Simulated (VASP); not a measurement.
Wanted: the native input for a VASP 6.6.1 run.

```
Task                   : single point
Functional             : PBE
Potentials or basis    : VASP PAW PBE potentials, release 64 (Mn_pv, O)
Cutoff                 : 520 eV
k mesh                 : 9 × 9 × 9
Occupations            : fermi-dirac, width 0.05 eV
Spin                   : collinear spin, zero start
Starting moments       : [0.0, 0.0] μB
Fixed moment           : 0 μB
Dipole correction      : no
Further INCAR settings : ALGO = Normal; EDIFF = 1e-06; NBANDS = 20
```

The structure of MnO lies in POSCAR:

```
MnO
1.0
    0.0000000000      2.2220003300      2.2220003300
    2.2220003300      0.0000000000      2.2220003300
    2.2220003300      2.2220003300      0.0000000000
Mn O
1 1
Direct
    0.0000000000      0.0000000000      0.0000000000
    0.5000000000      0.5000000000      0.5000000000
```

The input as run:

INCAR

```
ALGO = Normal
EDIFF = 1E-6
ENCUT = 520
GGA = PE
ISIF = 2
ISMEAR = -1
ISPIN = 2
LASPH = T
LCHARG = F
LMAXMIX = 4
LORBIT = 11
LREAL = F
LWAVE = F
MAGMOM = 0 0
NBANDS = 20
NELM = 150
NUPDOWN = 0.0
PREC = Accurate
SIGMA = 0.05
```

KPOINTS

```
k-points
0
Gamma
  9 9 9
```

Potentials or basis: VASP PAW PBE potentials, release 64 (Mn_pv, O).

Command:

```bash
$ cat potpaw_PBE.64/Mn_pv/POTCAR potpaw_PBE.64/O/POTCAR > POTCAR
$ mpirun -np 1 vasp_std > vasp.out
```

Results of the run:

```yaml
Pressure: -33.6 GPa
Net_moment: 0.00 μB per cell
Valence_electrons_inside_the_program's_atomic_spheres: Mn 11.40; O 4.91
```

Caveat: the total moment is fixed, so each spin has its own Fermi level.

Run time: 49 s on 1 thread of Intel Xeon 6975P-C, with other jobs on the host, peak memory 0.16 GiB.
